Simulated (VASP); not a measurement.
# C (R-3m) in VASP: single point with LDA

Aim: the single point of C with LDA.

Program: VASP 6.6.1. These are calculated values, not measurements. Logs are shortened: lines on timing, memory, paths and dates and some standing lists are left out, and cuts for length are marked.

## (1) The cell of the first run

It takes space group R-3m (No. 166, trigonal). Conventional cell: a = 2.584 Å, b = 2.584 Å, c = 5.886 Å, α = 90.00°, β = 90.00°, γ = 120.00°. Within 2.0 Å of C (site symmetry 3m) lie 4 C at 1.47 to 1.57 Å.

## (2) Single point, LDA

Input file INCAR:

```
SYSTEM = C
PREC = Accurate
ENCUT = 520
EDIFF = 1E-6
ISMEAR = 0
SIGMA = 0.05
LREAL = .False.
LASPH = .True.
NELM = 80
ALGO = Normal
ISIF = 2
LWAVE = .False.
LCHARG = .False.
NBANDS = 11
```

Input file KPOINTS:

```
regular mesh
0
Gamma
  12 12 12
  0 0 0
```

Input file POSCAR:

```
C
1.0
   -0.0852631213      1.7418037633      1.7418037633
    1.7418037633     -0.0852631213      1.7418037633
    1.7418037633      1.7418037633     -0.0852631213
C
2
Direct
    0.5000000000      0.5000000000      0.5000000000
    0.7500000000      0.7500000000      0.7500000000
```

Potentials or basis: VASP PAW LDA potentials, release 64 (C).

Launch:

```sh
$ cat potpaw_LDA.64/C/POTCAR > POTCAR
$ mpirun -np 1 vasp_std > vasp.out
```

OUTCAR:

```text
SYSTEM = C
   PREC = Accurate
   ENCUT = 520
   EDIFF = 1E-6
   ISMEAR = 0
   LREAL = .False.
   LASPH = .True.
   NELM = 80
   ISIF = 2

 ion  position               nearest neighbor table
   1  0.500  0.500  0.500-   2 1.47   2 1.57   2 1.57   2 1.57
   2  0.750  0.750  0.750-   1 1.47   1 1.57   1 1.57   1 1.57

  LATTYP: Found a trigonal (rhomboedric) cell.
 ALAT       =     2.4647576959
 COS(alpha) =     0.4505091948

  Lattice vectors:

 A1 = (  -0.0852631213,   1.7418037633,   1.7418037633)
 A2 = (   1.7418037633,  -0.0852631213,   1.7418037633)
 A3 = (   1.7418037633,   1.7418037633,  -0.0852631213)

Analysis of symmetry for initial positions (statically):
=====================================================================
 Subroutine PRICEL returns:
 Original cell was already a primitive cell.

 Routine SETGRP: Setting up the symmetry group for a
 trigonal (rhombohedral) supercell.

 Subroutine GETGRP returns: Found 12 space group operations
 (whereof  6 operations were pure point group operations)
 out of a pool of 12 trial point group operations.

The static configuration has the point symmetry C_3v.
 The point group associated with its full space group is D_3d.

Analysis of symmetry for dynamics (positions and initial velocities):
=====================================================================
 Subroutine PRICEL returns:
 Original cell was already a primitive cell.

 Routine SETGRP: Setting up the symmetry group for a
 trigonal (rhombohedral) supercell.

 Subroutine GETGRP returns: Found 12 space group operations
 (whereof  6 operations were pure point group operations)
 out of a pool of 12 trial point group operations.

The dynamic configuration has the point symmetry C_3v.
 The point group associated with its full space group is D_3d.

 Subroutine INISYM returns: Found 12 space group operations
 (whereof  6 operations are pure point group operations),
 and found     1 'primitive' translations

----------------------------------------------------------------------------------------

                                     Primitive cell

  volume of cell :      11.3443

  direct lattice vectors                    reciprocal lattice vectors
    -0.085263121  1.741803763  1.741803763    -0.266796580  0.280528757  0.280528757
     1.741803763 -0.085263121  1.741803763     0.280528757 -0.266796580  0.280528757
[... 91 lines left out ...]
   ISIF   =      2    stress and relaxation
   ISYM   =      2    0-nonsym 1-usesym 2-fastsym
   POTIM  = 0.5000    time-step for ionic-motion
   TEBEG  =    0.0;   TEEND  =   0.0 temperature during run
   PSTRESS=    0.0 pullay stress
   NELECT =       8.0000    total number of electrons
   NUPDOWN=      -1.0000    fix difference up-down
   EMIN   =  10.00;   EMAX   =-10.00  energy-range for DOS
   EFERMI =   0.00;   METHOD = LEGACY
   ISMEAR =     0;   SIGMA  =   0.05  broadening in eV -4-tet -1-fermi 0-gaus
   EFERMI_NEDOS =   21; number of points for ismear=-14 and -15
   IALGO  =     38    algorithm
   IMIX   =      4    mixing-type and parameters
     AMIX     =   0.40;   BMIX     =  1.00
     AMIX_MAG =   1.60;   BMIX_MAG =  1.00
  volume/ion in A,a.u.               =       5.67        38.28
  Fermi-wavevector in a.u.,A,eV,Ry     =   1.457178  2.753668 28.890189  2.123369
  Thomas-Fermi vector in A             =   2.574010
   LORBIT       =      0    0 simple, 1 ext, 2 COOP (PROOUT), +10 PAW based schemes
   GGA     = CA    functional components
   LHFCALC =     F    Hartree Fock is set to
   AEXX    =    0.0000 exact exchange contribution
   IVDW    =     0    specifies the selected vdW correction
   LEPSILON=     F    determine dielectric tensor
   LRPA    =     F    only Hartree local field effects (RPA)
 non-spin polarized calculation
 Gauss-broadening in eV      SIGMA  =   0.05
  energy-cutoff  :      520.00
  volume of cell :       11.34
 maximum number of plane-waves:       319
   NGX =  9   NGY =  9   NGZ =  9

 number of electron       8.0000001 magnetization

 Free energy of the ion-electron system (eV)
  ---------------------------------------------------
  ext. energy  EPLUGINS =         0.00000000
  ---------------------------------------------------
  free energy    TOTEN  =       -20.09139885 eV

  energy without entropy =      -20.09139885  energy(sigma->0) =      -20.09139885

 E-fermi :   9.9840     XC(G=0): -13.4973

 val. band max:        9.7621930872   @ k =   0.0000   0.0000   0.0000
 cond. band min:      13.4887304696   @ k =   0.5000   0.5000   0.0000
 fundamental gap:      3.7265373824
 Fermi energy:         9.9840073066

 k-point     1 :       0.0000    0.0000    0.0000
  band No.  band energies     occupation
      1     -11.6174      2.00000
      2       9.5834      2.00000
      3       9.7622      2.00000
      4       9.7622      2.00000
      5      14.5312      0.00000
      6      14.5312      0.00000
      7      16.3300      0.00000
      8      23.8555      0.00000
      9      28.8317      0.00000
     10      36.4598      0.00000
     11      36.4599      0.00000
[... 309 lines left out ...]
 k-point    24 :      -0.4167    0.1667   -0.0000
  band No.  band energies     occupation
      1      -5.7585      2.00000
      2      -2.7277      2.00000
      3       4.4044      2.00000
      4       6.4442      2.00000
      5      17.5770      0.00000
      6      19.7958      0.00000
      7      21.6895      0.00000
      8      24.5705      0.00000
      9      28.6212      0.00000
     10      33.6000      0.00000
     11      34.4198      0.00000

 [... further k-points ...]

------------------------ aborting loop because EDIFF is reached ----------------------------------------

  FORCE on cell =-STRESS in cart. coord.  units (eV):
  Direction    XX          YY          ZZ          XY          YZ          ZX
  --------------------------------------------------------------------------------------
  -------------------------------------------------------------------------------------
  Total       -0.6071588     -0.6071588     -0.6071588      2.0158448      2.0158448      2.0158448
  in kB      -85.7504858    -85.7504858    -85.7504858    284.7025738    284.7025738    284.7025738
  external PRESSURE =     -85.7504858 kB  Pullay stress =       0.0000000 kB

 VOLUME and BASIS-vectors are now :
 -----------------------------------------------------------------------------
  energy-cutoff  :      520.00
  volume of cell :       11.34
      direct lattice vectors                 reciprocal lattice vectors
    -0.085263121  1.741803763  1.741803763    -0.266796580  0.280528757  0.280528757
     1.741803763 -0.085263121  1.741803763     0.280528757 -0.266796580  0.280528757
     1.741803763  1.741803763 -0.085263121     0.280528757  0.280528757 -0.266796580

 POSITION                                       TOTAL-FORCE (eV/Angst)
 -----------------------------------------------------------------------------------
      1.69917      1.69917      1.69917        -0.325672     -0.325672     -0.325672
      2.54876      2.54876      2.54876         0.325672      0.325672      0.325672
 -----------------------------------------------------------------------------------
    total drift:                                0.000000     -0.000000      0.000000

  FREE ENERGIE OF THE ION-ELECTRON SYSTEM (eV)
  ---------------------------------------------------
  free  energy   TOTEN  =       -20.0913988544 eV

  energy  without entropy=      -20.0913988544  energy(sigma->0) =      -20.09139885
```

stdout:

```text
POSCAR found type information on POSCAR C
 POSCAR found :  1 types and       2 ions
 scaLAPACK will be used
 LDA part: xc-table for (Slater(with rela. corr.)+CA(PZ))
 , standard interpolation
 POSCAR, INCAR and KPOINTS ok, starting setup
 FFT: planning ... GRIDC
 FFT: planning ... GRID_SOFT
 FFT: planning ... GRID
 WAVECAR not read
 entering main loop
```

It took 10 s on 1 thread of Intel Xeon 6975P-C (Granite Rapids), shared host; peak memory 0.11 GiB.

Results:

| Quantity | Value |
| --- | --- |
| Free energy | -20.0914 eV |
| Pressure | -8.6 GPa |
| Largest force | 0.564 eV/Å |
| Band gap on the k mesh | 3.73 eV, indirect (least direct gap 4.77 eV) |

Forces in eV/Å, atoms in the order of the input:
```
C   -0.326 -0.326 -0.326
C    0.326  0.326  0.326
```

Levels at points of the mesh, in eV from the valence-band top:
| k point | band 1 | band 2 | band 3 | band 4 | band 5 | band 6 | band 7 | band 8 |
| --- | --- | --- | --- | --- | --- | --- | --- | --- |
| (0.00, 0.00, 0.00) | -21.38 | -0.18 | 0.00 | 0.00 | 4.77 | 4.77 | 6.57 | 14.09 |
| (0.50, 0.00, 0.00) | -15.88 | -13.39 | -2.74 | -2.44 | 7.69 | 8.38 | 10.50 | 15.42 |
| (0.50, 0.50, 0.00) | -12.97 | -12.37 | -6.83 | -5.75 | 3.73 | 5.69 | 16.14 | 16.55 |
| (0.50, 0.50, 0.50) | -14.45 | -13.48 | -3.48 | -3.48 | 7.36 | 7.90 | 7.90 | 15.02 |

 A k mesh can miss the band edges.
